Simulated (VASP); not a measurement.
A run of VASP 6.6.1:

INCAR

```
SYSTEM = Zn3Se2S
PREC = Accurate ; ENCUT = 520
EDIFF = 1E-6 ; ISMEAR = 0
SIGMA = 0.1 ; LREAL = .FALSE.
LASPH = .TRUE. ; NELM = 80
ALGO = Normal ; ISIF = 2
LWAVE = .FALSE. ; LCHARG = .FALSE.
GGA = PE ; NBANDS = 66
```

File KPOINTS:

```
Automatic mesh
0
G
  4 2 4
  0 0 0
```

Contents of POSCAR:

```
Zn3Se2S
1.0
    0.0000000000     -3.9856662000      0.0000000000
    7.9713324000      0.0000000000      0.0000000000
   -1.9928331000      1.9928331000      8.4518954000
Zn Se S
6 4 2
Direct
    0.8275020000      0.4137510000      0.6550040000
    0.8275020000      0.9137510000      0.6550040000
    0.5000000000      0.2500000000      0.0000000000
    0.5000000000      0.7500000000      0.0000000000
    0.1724980000      0.0862490000      0.3449960000
    0.1724980000      0.5862490000      0.3449960000
    0.5862100000      0.0431050000      0.1724200000
    0.5862100000      0.5431050000      0.1724200000
    0.9137900000      0.2068950000      0.8275800000
    0.9137900000      0.7068950000      0.8275800000
    0.2500000000      0.3750000000      0.5000000000
    0.2500000000      0.8750000000      0.5000000000
```

Potentials or basis: VASP PAW PBE potentials, release 64 (Zn, Se, S).

Command:

```console
$ cat potpaw_PBE.64/Zn/POTCAR potpaw_PBE.64/Se/POTCAR potpaw_PBE.64/S/POTCAR > POTCAR
$ mpirun -np 1 vasp_std > vasp.out
```

Hardware: 1 thread of AMD EPYC 9R45, with other jobs on the host.

Question: How long does it take, and how much memory?

Answer: It took 7.9 min on 1 thread of AMD EPYC 9R45, with other jobs on the host, peak memory 0.43 GiB. Counts: scf iterations 15, k points 14.
